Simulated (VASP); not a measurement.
# Y (P6_3/mmc) in VASP: a series of runs

Y is run at these levels: PBE; tasks: single point.

Program: VASP 6.6.1. These are calculated values, not measurements. Logs are shortened: lines on timing, memory, paths and dates and some standing lists are left out, and cuts for length are marked.

## 1. The cell of the first run

The structure is hexagonal, space group P6_3/mmc (No. 194). The conventional cell has a = 3.647 Å, b = 3.647 Å, c = 5.731 Å, α = 90.00°, β = 90.00°, γ = 120.00°. Y (site symmetry -6m2) has 12 Y at 3.56 to 3.65 Å within 4.7 Å.

## 2. Single point, PBE

INCAR

```
  PREC = Accurate
  ENCUT = 500
  EDIFF = 1E-6
  ISMEAR = 0
  SIGMA = 0.1
  LREAL = False
  LASPH = True
  NELM = 120
  ALGO = Normal
  ISIF = 2
  LWAVE = False
  LCHARG = True
  GGA = PE
  LELF = True
  LVHAR = True
  NBANDS = 18
  GGA_COMPAT = False
```

KPOINTS

```
regular mesh
0
Gamma
  18 18 10
```

POSCAR

```
Y
1.0
    3.6474000000      0.0000000000      0.0000000000
   -1.8237000000      3.1587410578      0.0000000000
    0.0000000000      0.0000000000      5.7306000000
Y
2
Direct
    0.3333333333      0.6666666667      0.2500000000
    0.6666666667      0.3333333333      0.7500000000
```

Potentials or basis: VASP PAW PBE potentials, release 64 (Y_sv).

Started as:

```
$ cat potpaw_PBE.64/Y_sv/POTCAR > POTCAR
$ mpirun -np 1 vasp_std > vasp.out
```

OUTCAR:

```text
PREC = Accurate
   ENCUT = 500
   EDIFF = 1E-6
   ISMEAR = 0
   LREAL = False
   LASPH = True
   NELM = 120
   ISIF = 2
   GGA = PE

 ion  position               nearest neighbor table
   1  0.333  0.667  0.250-   2 3.56   2 3.56   2 3.56   2 3.56   2 3.56   2 3.56
   2  0.667  0.333  0.750-   1 3.56   1 3.56   1 3.56   1 3.56   1 3.56   1 3.56

  LATTYP: Found a hexagonal cell.
 ALAT       =     3.6474000000
 C/A-ratio  =     1.5711465702

  Lattice vectors:

 A1 = (   3.6474000000,   0.0000000000,   0.0000000000)
 A2 = (  -1.8237000000,   3.1587410578,   0.0000000000)
 A3 = (   0.0000000000,   0.0000000000,   5.7306000000)

Analysis of symmetry for initial positions (statically):
=====================================================================
 Subroutine PRICEL returns:
 Original cell was already a primitive cell.

 Routine SETGRP: Setting up the symmetry group for a
 hexagonal supercell.

 Subroutine GETGRP returns: Found 24 space group operations
 (whereof 12 operations were pure point group operations)
 out of a pool of 24 trial point group operations.

The static configuration has the point symmetry D_3d.
 The point group associated with its full space group is D_6h.

Analysis of symmetry for dynamics (positions and initial velocities):
=====================================================================
 Subroutine PRICEL returns:
 Original cell was already a primitive cell.

 Routine SETGRP: Setting up the symmetry group for a
 hexagonal supercell.

 Subroutine GETGRP returns: Found 24 space group operations
 (whereof 12 operations were pure point group operations)
 out of a pool of 24 trial point group operations.

The dynamic configuration has the point symmetry D_3d.
 The point group associated with its full space group is D_6h.

 Subroutine INISYM returns: Found 24 space group operations
 (whereof 12 operations are pure point group operations),
 and found     1 'primitive' translations

----------------------------------------------------------------------------------------

                                     Primitive cell

  volume of cell :      66.0233

  direct lattice vectors                    reciprocal lattice vectors
     3.647400000  0.000000000  0.000000000     0.274167900  0.158290911  0.000000000
    -1.823700000  3.158741058  0.000000000     0.000000000  0.316581822  0.000000000
     0.000000000  0.000000000  5.730600000     0.000000000  0.000000000  0.174501797

  length of vectors
     3.647400000  3.647400000  5.730600000     0.316581822  0.316581822  0.174501797

  position of ions in fractional coordinates (direct lattice)
     0.333333333  0.666666667  0.250000000
     0.666666667  0.333333333  0.750000000

  ion indices of the primitive-cell ions
   primitive index   ion index
                 1           1
                 2           2

----------------------------------------------------------------------------------------

 KPOINTS: regular mesh

Automatic generation of k-mesh.
 Grid dimensions read from file:
 generate k-points for:   18   18   10

 Generating k-lattice:

  Cartesian coordinates                     Fractional coordinates (reciprocal lattice)
     0.015231550  0.008793940  0.000000000     0.055555556 -0.000000000  0.000000000
     0.000000000  0.017587879  0.000000000     0.000000000  0.055555556  0.000000000
     0.000000000  0.000000000  0.017450180     0.000000000  0.000000000  0.100000000

  Length of vectors
     0.017587879  0.017587879  0.017450180

  Shift w.r.t. Gamma in fractional coordinates (k-lattice)
     0.000000000  0.000000000  0.000000000

 Subroutine IBZKPT returns following result:
 ===========================================

 Found    222 irreducible k-points:

 Following reciprocal coordinates:
            Coordinates               Weight
  0.000000  0.000000  0.000000      1.000000
  0.055556 -0.000000  0.000000      6.000000
  0.111111 -0.000000  0.000000      6.000000
  0.166667  0.000000  0.000000      6.000000
  0.222222 -0.000000  0.000000      6.000000
  0.277778  0.000000  0.000000      6.000000
[... 16 lines left out ...]
  0.333333  0.111111  0.000000     12.000000
  0.388889  0.111111  0.000000     12.000000
 [... further k-points ...]
   k-points           NKPTS =    222   k-points in BZ     NKDIM =    222   number of bands    NBANDS=     18
   number of dos      NEDOS =    301   number of ions     NIONS =      2
   total plane-waves  NPLWV =  32928
   dimension x,y,z NGX =    28 NGY =   28 NGZ =   42
   dimension x,y,z NGXF=    56 NGYF=   56 NGZF=   84
   ions per type =               2
   NGX,Y,Z   is equivalent  to a cutoff of  12.76, 12.76, 12.18 a.u.
   NGXF,Y,Z  is equivalent  to a cutoff of  25.52, 25.52, 24.37 a.u.
 SYSTEM =  unknown system
   PREC   = accura    normal or accurate (medium, high low for compatibility)
   ISTART =      0    job   : 0-new  1-cont  2-samecut
   ICHARG =      2    charge: 1-file 2-atom 10-const
   ISPIN  =      1    spin polarized calculation?
   LNONCOLLINEAR =      F non collinear calculations
   LSORBIT =      F    spin-orbit coupling
   LASPH  =      T    aspherical Exc in radial PAW
   ENCUT  =  500.0 eV  36.75 Ry    6.06 a.u.   6.65  6.65 10.45*2*pi/ulx,y,z
   NELM   =    120;   NELMIN=  2; NELMDL= -5     # of ELM steps
   EDIFF  = 0.1E-05   stopping-criterion for ELM
   LREAL  =      F    real-space projection
[... 7 lines left out ...]
   TEBEG  =    0.0;   TEEND  =   0.0 temperature during run
   PSTRESS=    0.0 pullay stress
   NELECT =      22.0000    total number of electrons
   NUPDOWN=      -1.0000    fix difference up-down
   EMIN   =  10.00;   EMAX   =-10.00  energy-range for DOS
   EFERMI =   0.00;   METHOD = LEGACY
   ISMEAR =     0;   SIGMA  =   0.10  broadening in eV -4-tet -1-fermi 0-gaus
   EFERMI_NEDOS =   21; number of points for ismear=-14 and -15
   IALGO  =     38    algorithm
   IMIX   =      4    mixing-type and parameters
     AMIX     =   0.40;   BMIX     =  1.00
     AMIX_MAG =   1.60;   BMIX_MAG =  1.00
  volume/ion in A,a.u.               =      33.01       222.77
  Fermi-wavevector in a.u.,A,eV,Ry     =   1.134967  2.144777 17.526345  1.288150
  Thomas-Fermi vector in A             =   2.271671
   LORBIT       =      0    0 simple, 1 ext, 2 COOP (PROOUT), +10 PAW based schemes
   GGA     = PE    functional components
   LHFCALC =     F    Hartree Fock is set to
   AEXX    =    0.0000 exact exchange contribution
   IVDW    =     0    specifies the selected vdW correction
   LEPSILON=     F    determine dielectric tensor
   LRPA    =     F    only Hartree local field effects (RPA)
 non-spin polarized calculation
 Gauss-broadening in eV      SIGMA  =   0.10
  energy-cutoff  :      500.00
  volume of cell :       66.02
 maximum number of plane-waves:      1713
 NGX is ok and might be reduce to    28
   NGX = 13   NGY = 13   NGZ = 21

 number of electron      21.9999999 magnetization

 Free energy of the ion-electron system (eV)
  ---------------------------------------------------
  ext. energy  EPLUGINS =         0.00000000
  ---------------------------------------------------
  free energy    TOTEN  =       -12.87420174 eV

  energy without entropy =      -12.85389331  energy(sigma->0) =      -12.86404752

 E-fermi :   2.9752     XC(G=0):  -9.4077

 val. band max:        2.9689646245   @ k =   0.2222   0.1667   0.2000
 cond. band min:       2.9808051965   @ k =   0.3889  -0.0000   0.0000
 fundamental gap:      0.0118405720
 Fermi energy:         2.9751543258

 k-point     1 :       0.0000    0.0000    0.0000
  band No.  band energies     occupation
      1     -39.7266      2.00000
      2     -39.6554      2.00000
      3     -19.9926      2.00000
      4     -19.5280      2.00000
      5     -19.5280      2.00000
      6     -19.4409      2.00000
[... 10 lines left out ...]
     17       5.7598      0.00000
     18       5.7598      0.00000

 k-point     2 :       0.0556   -0.0000    0.0000
  band No.  band energies     occupation
      1     -39.7251      2.00000
      2     -39.6549      2.00000
      3     -19.9872      2.00000
      4     -19.5390      2.00000
      5     -19.5317      2.00000
      6     -19.4526      2.00000
[... 10 lines left out ...]
     17       5.6651      0.00000
     18       5.6950      0.00000

 k-point     3 :       0.1111   -0.0000    0.0000
  band No.  band energies     occupation
      1     -39.7207      2.00000
      2     -39.6533      2.00000
      3     -19.9713      2.00000
      4     -19.5709      2.00000
      5     -19.5425      2.00000
      6     -19.4859      2.00000
[... 10 lines left out ...]
     17       5.5276      0.00000
     18       5.5479      0.00000

 k-point     4 :       0.1667    0.0000    0.0000
  band No.  band energies     occupation
      1     -39.7139      2.00000
      2     -39.6511      2.00000
      3     -19.9459      2.00000
      4     -19.6198      2.00000
      5     -19.5585      2.00000
      6     -19.5358      2.00000
[... 10 lines left out ...]
     17       5.6561      0.00000
     18       5.8240      0.00000

 k-point     5 :       0.2222   -0.0000    0.0000
  band No.  band energies     occupation
      1     -39.7052      2.00000
      2     -39.6486      2.00000
      3     -19.9126      2.00000
      4     -19.6801      2.00000
      5     -19.5955      2.00000
      6     -19.5775      2.00000
[... 10 lines left out ...]
     17       5.9711      0.00000
     18       6.1941      0.00000

 k-point     6 :       0.2778    0.0000    0.0000
  band No.  band energies     occupation
      1     -39.6955      2.00000
      2     -39.6464      2.00000
      3     -19.8736      2.00000
      4     -19.7444      2.00000
      5     -19.6572      2.00000
      6     -19.5972      2.00000
[... 10 lines left out ...]
     17       6.3512      0.00000
     18       6.6381      0.00000

 k-point     7 :       0.3333   -0.0000    0.0000
  band No.  band energies     occupation
      1     -39.6858      2.00000
      2     -39.6449      2.00000
      3     -19.8318      2.00000
      4     -19.8049      2.00000
      5     -19.7136      2.00000
      6     -19.6153      2.00000
[... 10 lines left out ...]
     17       6.8081      0.00000
     18       7.1236      0.00000

 k-point     8 :       0.3889   -0.0000    0.0000
  band No.  band energies     occupation
      1     -39.6771      2.00000
      2     -39.6444      2.00000
      3     -19.8542      2.00000
      4     -19.7916      2.00000
      5     -19.7585      2.00000
      6     -19.6298      2.00000
[... 10 lines left out ...]
     17       7.3573      0.00000
     18       7.6066      0.00000
[... 229 lines left out ...]
     17       5.6580      0.00000
     18       6.0883      0.00000

 k-point    20 :       0.1667    0.1111    0.0000
  band No.  band energies     occupation
      1     -39.7017      2.00000
      2     -39.6477      2.00000
      3     -19.8988      2.00000
      4     -19.6834      2.00000
      5     -19.6483      2.00000
      6     -19.5614      2.00000
[... 10 lines left out ...]
     17       5.9106      0.00000
     18       6.5083      0.00000

 k-point    21 :       0.2222    0.1111    0.0000
  band No.  band energies     occupation
      1     -39.6924      2.00000
      2     -39.6458      2.00000
      3     -19.8608      2.00000
      4     -19.7416      2.00000
      5     -19.6916      2.00000
      6     -19.5920      2.00000
[... 10 lines left out ...]
     17       6.4024      0.00000
     18       6.9928      0.00000

 k-point    22 :       0.2778    0.1111    0.0000
  band No.  band energies     occupation
      1     -39.6831      2.00000
      2     -39.6446      2.00000
      3     -19.8198      2.00000
      4     -19.7982      2.00000
      5     -19.7292      2.00000
      6     -19.6213      2.00000
[... 10 lines left out ...]
     17       6.9437      0.00000
     18       7.5175      0.00000

 k-point    23 :       0.3333    0.1111    0.0000
  band No.  band energies     occupation
      1     -39.6747      2.00000
      2     -39.6444      2.00000
      3     -19.8443      2.00000
      4     -19.7798      2.00000
      5     -19.7593      2.00000
      6     -19.6449      2.00000
[... 10 lines left out ...]
     17       7.4439      0.00000
     18       8.0545      0.00000

 k-point    24 :       0.3889    0.1111    0.0000
  band No.  band energies     occupation
      1     -39.6685      2.00000
      2     -39.6450      2.00000
      3     -19.8744      2.00000
      4     -19.7789      2.00000
      5     -19.7474      2.00000
      6     -19.6601      2.00000
[... 10 lines left out ...]
     17       7.8113      0.00000
     18       8.2752      0.00000

 [... further k-points ...]
[... 5 lines left out ...]
  --------------------------------------------------------------------------------------
  -------------------------------------------------------------------------------------
  Total       -0.0243804     -0.0243804     -0.3038751      0.0000000     -0.0000000      0.0000000
  in kB       -0.5916362     -0.5916362     -7.3740847      0.0000000     -0.0000000      0.0000000
  external PRESSURE =      -2.8524523 kB  Pullay stress =       0.0000000 kB

 VOLUME and BASIS-vectors are now :
 -----------------------------------------------------------------------------
  energy-cutoff  :      500.00
  volume of cell :       66.02
      direct lattice vectors                 reciprocal lattice vectors
     3.647400000  0.000000000  0.000000000     0.274167900  0.158290911  0.000000000
    -1.823700000  3.158741058  0.000000000     0.000000000  0.316581822  0.000000000
     0.000000000  0.000000000  5.730600000     0.000000000  0.000000000  0.174501797

 POSITION                                       TOTAL-FORCE (eV/Angst)
 -----------------------------------------------------------------------------------
     -0.00000      2.10583      1.43265         0.000000     -0.000000      0.000000
      1.82370      1.05291      4.29795        -0.000000      0.000000      0.000000
 -----------------------------------------------------------------------------------
    total drift:                               -0.000000      0.000000     -0.000000

  FREE ENERGIE OF THE ION-ELECTRON SYSTEM (eV)
  ---------------------------------------------------
  free  energy   TOTEN  =       -12.8742017410 eV

  energy  without entropy=      -12.8538933079  energy(sigma->0) =      -12.86404752
```

Run time: 3.6 min. Hardware: 1 thread of Intel Xeon 6975P-C (Granite Rapids), shared host; peak memory 0.35 GiB.

Results:

```
Free energy            : -12.8742 eV
Pressure               : -0.3 GPa
Band gap on the k mesh : zero (bands 11 and 12 overlap by 1.42 eV)
```

## 3. Single point, PBE

INCAR

```
SYSTEM = Y
  ALGO = Normal
  EDIFF = 1E-6
  ENCUT = 500
  GGA = PE
  GGA_COMPAT = .False.
  ISIF = 2
  ISMEAR = 0
  LASPH = .True.
  LCHARG = .False.
  LREAL = .False.
  LWAVE = .False.
  NBANDS = 18
  NELM = 120
  PREC = Accurate
  SIGMA = 0.1
```

KPOINTS

```
k-points
0
Gamma
  21 21 12
  0 0 0
```

POSCAR is that of step 2.

Potentials or basis: VASP PAW PBE potentials, release 64 (Y_sv).

Started as:

```
$ cat potpaw_PBE.64/Y_sv/POTCAR > POTCAR
$ mpirun -np 1 vasp_std > vasp.out
```

It took 5.3 min on 1 thread of Intel Xeon 6975P-C (Granite Rapids), shared host; peak memory 0.45 GiB.

It converged, with:

```yaml
Free_energy: -12.8743 eV
Pressure: -0.3 GPa
Band_gap_on_the_k_mesh: zero (bands 11 and 12 overlap by 1.41 eV)
```

Stress tensor (GPa, compression positive):
```
-0.05  0.00  0.00
 0.00 -0.05  0.00
 0.00  0.00 -0.75
```

Levels at points of the mesh, in eV from the Fermi level:
| k point | band 7 | band 8 | band 9 | band 10 | band 11 | band 12 | band 13 | band 14 | band 15 | band 16 |
| --- | --- | --- | --- | --- | --- | --- | --- | --- | --- | --- |
| (0.00, 0.00, 0.00) | -22.42 | -22.39 | -4.68 | -1.85 | 0.86 | 1.75 | 1.75 | 2.03 | 2.34 | 2.34 |
| (0.00, 0.00, 0.50) | -22.46 | -22.46 | -3.25 | -3.25 | 0.94 | 0.94 | 1.67 | 1.67 | 1.67 | 1.67 |
